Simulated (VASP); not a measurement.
Rh, 3 atoms in the cell. The cell holds a slab with vacuum, 3 atoms: a = 2.683 Å, b = 2.683 Å, c = 18.381 Å, α = 90.00°, β = 90.00°, γ = 120.00°. 

| Item | Value |
| --- | --- |
| Program | VASP 6.6.1 |
| Task | relaxation of the atoms |
| Functional | PBE |
| Dispersion | D3(BJ) |
| Potentials or basis | VASP PAW PBE potentials, release 64 (Rh_pv) |
| Cutoff | 520 eV |
| k mesh | 12 × 12 × 1 |
| Occupations | gaussian, width 0.1 eV |
| Spin | no spin polarisation |
| Dipole correction | yes |
| Atoms held fixed (from 0) | [0] |
| Further INCAR settings | ALGO = Normal; EDIFF = 1e-06; IBRION = 2; EDIFFG = -0.03; NSW = 70 |

Potentials or basis: VASP PAW PBE potentials, release 64 (Rh_pv).

Command:

```sh
$ cat potpaw_PBE.64/Rh_pv/POTCAR > POTCAR
$ mpirun -np 1 vasp_std > vasp.out
```

Hardware: 1 thread of Intel(R) Xeon(R) Platinum 8259CL CPU @ 2.50GHz (Skylake/Cascade Lake), on a shared host.

**Question.** Estimate the wall time of this run.

**Answer.** It took 3.9 min on 1 thread of Intel(R) Xeon(R) Platinum 8259CL CPU @ 2.50GHz (Skylake/Cascade Lake) (shared host), peak memory 0.26 GiB. Counts: scf iterations 63, k points 19, ion steps 5.
